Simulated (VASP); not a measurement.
AlN, 8 atoms in the cell. Symmetry: Pnma, No. 62, orthorhombic system. Conventional cell: a = 5.739 Å, b = 4.188 Å, c = 3.313 Å, α = 90.00°, β = 90.00°, γ = 90.00°. Within 2.5 Å of Al (site symmetry m) lie 5 N at 1.91 to 2.09 Å. Within 2.5 Å of N (site symmetry m) lie 5 Al at 1.91 to 2.09 Å.  This cell differs from its parent crystal: atoms displaced along a vibrational mode.

```yaml
Program: VASP 6.6.1
Task: single point
Functional: PBE
Potentials_or_basis: VASP PAW PBE potentials, release 64 (Al, N)
Cutoff: 520 eV
k_mesh: 8 × 6 × 4
Occupations: gaussian, width 0.05 eV
Spin: no spin polarisation
Dipole_correction: no
Further_INCAR_settings: ALGO = Normal; EDIFF = 1e-07; NBANDS = 26
```

Potentials or basis: VASP PAW PBE potentials, release 64 (Al, N).

Launch:

```sh
$ cat potpaw_PBE.64/Al/POTCAR potpaw_PBE.64/N/POTCAR > POTCAR
$ mpirun -np 1 vasp_std > vasp.out
```

Hardware: 1 thread of Intel Xeon 8259CL, on a shared host.

Q: Estimate the wall time of this run.

A: Wall time 3.1 min on 1 thread of Intel Xeon 8259CL, on a shared host, peak memory 0.25 GiB. Counts: scf iterations 15, k points 60.
